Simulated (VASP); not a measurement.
Here is a VASP 6.6.1 calculation.

Contents of INCAR:

```
  PREC = Accurate
  ENCUT = 520
  EDIFF = 1E-7
  ISMEAR = -1
  SIGMA = 0.1
  LREAL = F
  LASPH = T
  NELM = 80
  ALGO = Normal
  ISIF = 2
  LWAVE = F
  LCHARG = T
  GGA = PS
  LELF = T
  LVHAR = T
  NBANDS = 32
```

KPOINTS

```
regular mesh
0
Gamma
  16 16 10
```

File POSCAR:

```
Lu
1.0
    3.1939453039      0.0000000000      0.0000000000
   -1.5969726520      2.7660377715      0.0000000000
    0.0000000000      0.0000000000      5.0224073827
Lu
2
Direct
    0.3333333333      0.6666666667      0.2500000000
    0.6666666667      0.3333333333      0.7500000000
```

Potentials or basis: VASP PAW PBE potentials, release 64 (Lu).

Command:

```bash
$ cat potpaw_PBE.64/Lu/POTCAR > POTCAR
$ mpirun -np 1 vasp_std > vasp.out
```

Problem. Estimate the band gap on the k mesh.

Solution. Zero (bands 25 and 26 overlap by 2.36 eV).

Problem. Predict the pressure.

Solution. 15.4 GPa.

Caveat: the cell stands under pressure; the PAW data sets were made with another functional, which shifts forces and pressure a little; spin-orbit coupling is left out, which moves the levels of the heavy elements.
